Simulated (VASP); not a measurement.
# H2RuCl (P-3m1) in VASP: relaxation of cell and atoms with PBE

Aim: the relaxation of cell and atoms of H2RuCl with PBE.

All numbers are computed with VASP 6.6.1; they aren't measurements. Logs are shortened: lines on timing, memory, paths and dates and some standing lists are left out, and cuts for length are marked.

## 1. The cell of the first run

Symmetry: P-3m1, No. 164, trigonal system. Conventional cell: a = 3.095 Å, b = 3.095 Å, c = 4.840 Å, α = 90.00°, β = 90.00°, γ = 120.00°. Within 2.4 Å of H (site symmetry 3m) lie 3 Ru at 1.85 Å and 3 H at 2.01 Å. Within 2.5 Å of Ru (site symmetry -3m) lie 6 H at 1.85 Å and 2 Cl at 2.42 Å. Cl (site symmetry -3m) has 2 Ru at 2.42 Å and 6 H at 2.65 Å and 6 Cl at 3.09 Å within 3.2 Å.

The cell was generated, and may not be a known phase.

## 2. Relaxation of cell and atoms, PBE

The input, INCAR:

```
SYSTEM = H2RuCl
ALGO = Normal
EDIFF = 1E-6
EDIFFG = -0.01
ENCUT = 600
GGA = PE
IBRION = 2
ISIF = 3
ISMEAR = 0
LASPH = .TRUE.
LCHARG = .FALSE.
LREAL = .FALSE.
LWAVE = .FALSE.
NELM = 80
NSW = 100
PREC = Accurate
SIGMA = 0.1
```

The input, KPOINTS:

```
k-points
0
G
  18 18 10
  0 0 0
```

The input, POSCAR:

```
H2RuCl
1.0
    3.0946144127      0.0000000000      0.0000000000
   -1.5473072063      2.6800146963      0.0000000000
    0.0000000000      0.0000000000      4.8397122123
H Ru Cl
2 1 1
Direct
    0.6666666667      0.3333333333      0.4044853494
    0.3333333333      0.6666666667      0.5955146506
    0.0000000000      0.0000000000      0.5000000000
    0.0000000000      0.0000000000      0.0000000000
```

Potentials or basis: VASP PAW PBE potentials, release 64 (H, Ru_pv, Cl).

On the command line:

```sh
> cat potpaw_PBE.64/H/POTCAR potpaw_PBE.64/Ru_pv/POTCAR potpaw_PBE.64/Cl/POTCAR > POTCAR
> mpirun -np 1 vasp_std > vasp.out
```

OUTCAR:

```text
SYSTEM = H2RuCl
   EDIFF = 1E-6
   EDIFFG = -0.01
   ENCUT = 600
   GGA = PE
   IBRION = 2
   ISIF = 3
   ISMEAR = 0
   LASPH = .TRUE.
   LREAL = .FALSE.
   NELM = 80
   NSW = 100
   PREC = Accurate

 ion  position               nearest neighbor table
   1  0.667  0.333  0.404-   3 1.85   3 1.85   3 1.85
   2  0.333  0.667  0.596-   3 1.85   3 1.85   3 1.85
   3  0.000  0.000  0.500-   1 1.85   2 1.85   2 1.85   1 1.85   1 1.85   2 1.85   4 2.42   4 2.42

   4  0.000  0.000  0.000-   3 2.42   3 2.42

  LATTYP: Found a hexagonal cell.
 ALAT       =     3.0946144127
 C/A-ratio  =     1.5639144549

  Lattice vectors:

 A1 = (   3.0946144127,   0.0000000000,   0.0000000000)
 A2 = (  -1.5473072063,   2.6800146963,   0.0000000000)
 A3 = (   0.0000000000,   0.0000000000,   4.8397122123)

Analysis of symmetry for initial positions (statically):
=====================================================================
 Subroutine PRICEL returns:
 Original cell was already a primitive cell.

 Routine SETGRP: Setting up the symmetry group for a
 hexagonal supercell.

 Subroutine GETGRP returns: Found 12 space group operations
 (whereof 12 operations were pure point group operations)
 out of a pool of 24 trial point group operations.

The static configuration has the point symmetry D_3d.

Analysis of symmetry for dynamics (positions and initial velocities):
=====================================================================
 Subroutine PRICEL returns:
 Original cell was already a primitive cell.

 Routine SETGRP: Setting up the symmetry group for a
 hexagonal supercell.

 Subroutine GETGRP returns: Found 12 space group operations
 (whereof 12 operations were pure point group operations)
 out of a pool of 24 trial point group operations.

The dynamic configuration has the point symmetry D_3d.

 Subroutine INISYM returns: Found 12 space group operations
 (whereof 12 operations are pure point group operations),
 and found     1 'primitive' translations

----------------------------------------------------------------------------------------

                                     Primitive cell

  volume of cell :      40.1387

  direct lattice vectors                    reciprocal lattice vectors
     3.094614413  0.000000000  0.000000000     0.323142035  0.186566141  0.000000000
    -1.547307206  2.680014696  0.000000000     0.000000000  0.373132282  0.000000000
     0.000000000  0.000000000  4.839712212     0.000000000  0.000000000  0.206623856

  length of vectors
     3.094614413  3.094614413  4.839712212     0.373132282  0.373132282  0.206623856

  position of ions in fractional coordinates (direct lattice)
     0.666666667  0.333333333  0.404485349
     0.333333333  0.666666667  0.595514651
     0.000000000  0.000000000  0.500000000
     0.000000000  0.000000000  0.000000000

  ion indices of the primitive-cell ions
   primitive index   ion index
                 1           1
                 2           2
                 3           3
                 4           4

----------------------------------------------------------------------------------------

 KPOINTS: k-points

Automatic generation of k-mesh.
 Grid dimensions read from file:
 generate k-points for:   18   18   10

 Generating k-lattice:

  Cartesian coordinates                     Fractional coordinates (reciprocal lattice)
     0.017952335  0.010364786  0.000000000     0.055555556  0.000000000  0.000000000
     0.000000000  0.020729571  0.000000000     0.000000000  0.055555556  0.000000000
     0.000000000  0.000000000  0.020662386     0.000000000  0.000000000  0.100000000

  Length of vectors
     0.020729571  0.020729571  0.020662386

  Shift w.r.t. Gamma in fractional coordinates (k-lattice)
     0.000000000  0.000000000  0.000000000

 Subroutine IBZKPT returns following result:
 ===========================================

 Found    330 irreducible k-points:

 Following reciprocal coordinates:
            Coordinates               Weight
  0.000000  0.000000  0.000000      1.000000
  0.055556  0.000000  0.000000      6.000000
  0.111111  0.000000  0.000000      6.000000
  0.166667 -0.000000  0.000000      6.000000
  0.222222  0.000000  0.000000      6.000000
  0.277778  0.000000  0.000000      6.000000
[... 16 lines left out ...]
  0.333333  0.111111  0.000000     12.000000
  0.388889  0.111111  0.000000     12.000000
 [... further k-points ...]
   k-points           NKPTS =    330   k-points in BZ     NKDIM =    330   number of bands    NBANDS=     15
   number of dos      NEDOS =    301   number of ions     NIONS =      4
   total plane-waves  NPLWV =  31360
   dimension x,y,z NGX =    28 NGY =   28 NGZ =   40
   dimension x,y,z NGXF=    56 NGYF=   56 NGZF=   80
   ions per type =               2   1   1
   NGX,Y,Z   is equivalent  to a cutoff of  15.04, 15.04, 13.74 a.u.
   NGXF,Y,Z  is equivalent  to a cutoff of  30.08, 30.08, 27.48 a.u.
 SYSTEM =  H2RuCl
   PREC   = accura    normal or accurate (medium, high low for compatibility)
   ISTART =      0    job   : 0-new  1-cont  2-samecut
   ICHARG =      2    charge: 1-file 2-atom 10-const
   ISPIN  =      1    spin polarized calculation?
   LNONCOLLINEAR =      F non collinear calculations
   LSORBIT =      F    spin-orbit coupling
   LASPH  =      T    aspherical Exc in radial PAW
   ENCUT  =  600.0 eV  44.10 Ry    6.64 a.u.   6.18  6.18  9.67*2*pi/ulx,y,z
   NELM   =     80;   NELMIN=  2; NELMDL= -5     # of ELM steps
   EDIFF  = 0.1E-05   stopping-criterion for ELM
   LREAL  =      F    real-space projection
   EDIFFG = -.1E-01   stopping-criterion for IOM
   NSW    =    100    number of steps for IOM
   IBRION =      2    ionic relax: 0-MD 1-quasi-New 2-CG
   NFREE  =      1    steps in history (QN), initial steepest desc. (CG)
   ISIF   =      3    stress and relaxation
   ISYM   =      2    0-nonsym 1-usesym 2-fastsym
   POTIM  = 0.5000    time-step for ionic-motion
   TEBEG  =    0.0;   TEEND  =   0.0 temperature during run
   PSTRESS=    0.0 pullay stress
   NELECT =      23.0000    total number of electrons
   NUPDOWN=      -1.0000    fix difference up-down
   EMIN   =  10.00;   EMAX   =-10.00  energy-range for DOS
   EFERMI =   0.00;   METHOD = LEGACY
   ISMEAR =     0;   SIGMA  =   0.10  broadening in eV -4-tet -1-fermi 0-gaus
   EFERMI_NEDOS =   21; number of points for ismear=-14 and -15
   IALGO  =     38    algorithm
   IMIX   =      4    mixing-type and parameters
     AMIX     =   0.40;   BMIX     =  1.00
     AMIX_MAG =   1.60;   BMIX_MAG =  1.00
  volume/ion in A,a.u.               =      10.03        67.72
  Fermi-wavevector in a.u.,A,eV,Ry     =   1.359762  2.569578 25.156543  1.848954
  Thomas-Fermi vector in A             =   2.486483
   LORBIT       =      0    0 simple, 1 ext, 2 COOP (PROOUT), +10 PAW based schemes
   GGA     = PE    functional components
   LHFCALC =     F    Hartree Fock is set to
   AEXX    =    0.0000 exact exchange contribution
   IVDW    =     0    specifies the selected vdW correction
   LEPSILON=     F    determine dielectric tensor
   LRPA    =     F    only Hartree local field effects (RPA)
 conjugate gradient relaxation of ions
 non-spin polarized calculation
 Gauss-broadening in eV      SIGMA  =   0.10
  energy-cutoff  :      600.00
  volume of cell :       40.14
 maximum number of plane-waves:      1363
 NGX is ok and might be reduce to    28
   NGX = 13   NGY = 13   NGZ = 19

--------------------------------------- Ionic step        1  -------------------------------------------

 number of electron      23.0000003 magnetization

 Free energy of the ion-electron system (eV)
  ---------------------------------------------------
  ext. energy  EPLUGINS =         0.00000000
  ---------------------------------------------------
  free energy    TOTEN  =       -17.19923042 eV

  energy without entropy =      -17.18495900  energy(sigma->0) =      -17.19209471

------------------------ aborting loop because EDIFF is reached ----------------------------------------

  FORCE on cell =-STRESS in cart. coord.  units (eV):
  Direction    XX          YY          ZZ          XY          YZ          ZX
  --------------------------------------------------------------------------------------
  -------------------------------------------------------------------------------------
  Total        0.4973964      0.4973964     -0.5715261      0.0000000     -0.0000000     -0.0000000
  in kB       19.8540885     19.8540885    -22.8130503      0.0000000     -0.0000000     -0.0000000
  external PRESSURE =       5.6317089 kB  Pullay stress =       0.0000000 kB
[... 95 lines left out ...]
  FREE ENERGIE OF THE ION-ELECTRON SYSTEM (eV)
  ---------------------------------------------------
  free  energy   TOTEN  =       -17.2109063395 eV

  energy  without entropy=      -17.1972568621  energy(sigma->0) =      -17.20408160

[... ionic steps 4 to 26 ...]

--------------------------------------- Ionic step       27  -------------------------------------------

 number of electron      23.0000002 magnetization

------------------------ aborting loop because EDIFF is reached ----------------------------------------
[... 71 lines left out ...]
--------------------------------------- Ionic step       29  -------------------------------------------

 number of electron      23.0000002 magnetization

 Free energy of the ion-electron system (eV)
  ---------------------------------------------------
  ext. energy  EPLUGINS =         0.00000000
  ---------------------------------------------------
  free energy    TOTEN  =       -17.32485587 eV

  energy without entropy =      -17.31309831  energy(sigma->0) =      -17.31897709

 E-fermi :   5.9479     XC(G=0): -11.0010

 val. band max:        5.9476344907   @ k =   0.2222   0.1667   0.0000
 cond. band min:       5.9536172798   @ k =   0.1667   0.1667   0.0000
 fundamental gap:      0.0059827891
 Fermi energy:         5.9478531027

 k-point     1 :       0.0000    0.0000    0.0000
  band No.  band energies     occupation
      1     -36.7488      2.00000
      2     -36.6002      2.00000
      3     -36.6002      2.00000
      4     -10.5662      2.00000
      5      -3.5035      2.00000
      6       0.7110      2.00000
      7       3.5612      2.00000
      8       3.5612      2.00000
      9       4.4108      2.00000
     10       4.4108      2.00000
     11       5.1006      2.00000
     12       5.1006      2.00000
     13       5.9839      0.61000
     14       7.7582      0.00000
[... 401 lines left out ...]
      2     -36.7336      2.00000
      3     -36.6452      2.00000
      4      -9.6846      2.00000
      5      -0.8433      2.00000
      6      -0.1799      2.00000
      7       1.7184      2.00000
      8       2.2848      2.00000
      9       3.3282      2.00000
     10       3.3571      2.00000
     11       4.6110      2.00000
     12       5.4135      2.00000
     13       6.1089      0.02276
     14      10.1966      0.00000
     15      13.6617      0.00000

 [... further k-points ...]

------------------------ aborting loop because EDIFF is reached ----------------------------------------

  FORCE on cell =-STRESS in cart. coord.  units (eV):
  Direction    XX          YY          ZZ          XY          YZ          ZX
  --------------------------------------------------------------------------------------
  -------------------------------------------------------------------------------------
  Total        0.0272721      0.0272721     -0.0016784      0.0000000      0.0000000      0.0000000
  in kB        1.0403538      1.0403538     -0.0640253      0.0000000      0.0000000      0.0000000
  external PRESSURE =       0.6722274 kB  Pullay stress =       0.0000000 kB
[... 19 lines left out ...]
  FREE ENERGIE OF THE ION-ELECTRON SYSTEM (eV)
  ---------------------------------------------------
  free  energy   TOTEN  =       -17.3248558714 eV

  energy  without entropy=      -17.3130983132  energy(sigma->0) =      -17.31897709

 reached required accuracy - stopping structural energy minimisation
```

Run time: 25 min. Hardware: 1 thread of Intel Xeon 6975P-C (Granite Rapids), shared host; peak memory 0.43 GiB.

What came out:

| Item | Value |
| --- | --- |
| Free energy | -17.3249 eV |
| Relaxed volume | 10.50 Å³/atom |
| Relaxed cell | a = 3.219 Å, b = 3.219 Å, c = 4.679 Å, α = 90.00°, β = 90.00°, γ = 120.00° |
| Space group after relaxing (to 0.1 Å) | P6/mmm (No. 191) |
| Energy gained by relaxing | 31.4 meV/atom |
| Ionic steps | 29 |
| Pressure after relaxing | 0.1 GPa |
| Band gap on the k mesh | zero (an odd number of electrons rules out a gap without spin polarisation) |

Forces in eV/Å, atoms in the order of the input:
```
H    0.000  0.000  0.003
H    0.000  0.000 -0.003
Ru   0.000  0.000  0.000
Cl   0.000  0.000  0.000
```

Step by step:
```
step  energy change (eV)  largest force (eV/Å)  pressure (GPa)  volume (Å³)
   1              0.0000                0.0965            0.56        40.14
   2             -0.0084                0.1691            0.13        40.34
   3             -0.0117                0.2410           -0.20        40.55
   4             -0.0190                0.2411            0.05        40.59
   5             -0.0388                0.2429            0.80        40.72
   6             -0.0601                0.2265            2.23        40.94
   7             -0.0633                0.2210            2.13        41.00
   8             -0.0723                0.2049            1.72        41.19
   9             -0.0872                0.1738            0.89        41.57
  10             -0.1048                0.1125           -0.73        42.35
  11             -0.0842                0.0371           -4.19        43.91
  12             -0.1071                0.0841           -1.46        42.68
  13             -0.1144                0.0717           -1.16        42.51
  14             -0.1224                0.0425           -0.23        42.05
  15             -0.1224                0.0433           -0.25        42.06
  16             -0.1226                0.0421           -0.03        41.99
  17             -0.1228                0.0402            0.34        41.87
  18             -0.1231                0.0391            0.29        41.89
  19             -0.1236                0.0357            0.13        41.97
  20             -0.1238                0.0274           -0.17        42.12
  21             -0.1239                0.0311           -0.05        42.06
  22             -0.1241                0.0289           -0.09        42.07
  23             -0.1247                0.0230           -0.23        42.12
  24             -0.1251                0.0117           -0.56        42.22
  25             -0.1255                0.0069           -0.22        42.10
  26             -0.1256                0.0036            0.01        42.01
  27             -0.1256                0.0034           -0.01        42.01
  28             -0.1256                0.0031            0.04        42.00
  29             -0.1256                0.0026            0.07        42.00
```

Final structure:
```cif
data_structure
_symmetry_space_group_name_H-M 'P 1'
_symmetry_Int_Tables_number 1
_cell_length_a 3.2194
_cell_length_b 3.2194
_cell_length_c 4.6790
_cell_angle_alpha 90.000
_cell_angle_beta 90.000
_cell_angle_gamma 120.000
_cell_volume 42.00
loop_
_atom_site_label
_atom_site_type_symbol
_atom_site_fract_x
_atom_site_fract_y
_atom_site_fract_z
_atom_site_occupancy
H1 H 0.66667 0.33333 0.49911 1
H2 H 0.33333 0.66667 0.50089 1
Ru1 Ru 0.00000 0.00000 0.50000 1
Cl1 Cl 0.00000 0.00000 0.00000 1
```

Caveat: an odd number of electrons without spin polarisation forces a metal; a magnetic or distorted state may lie lower.
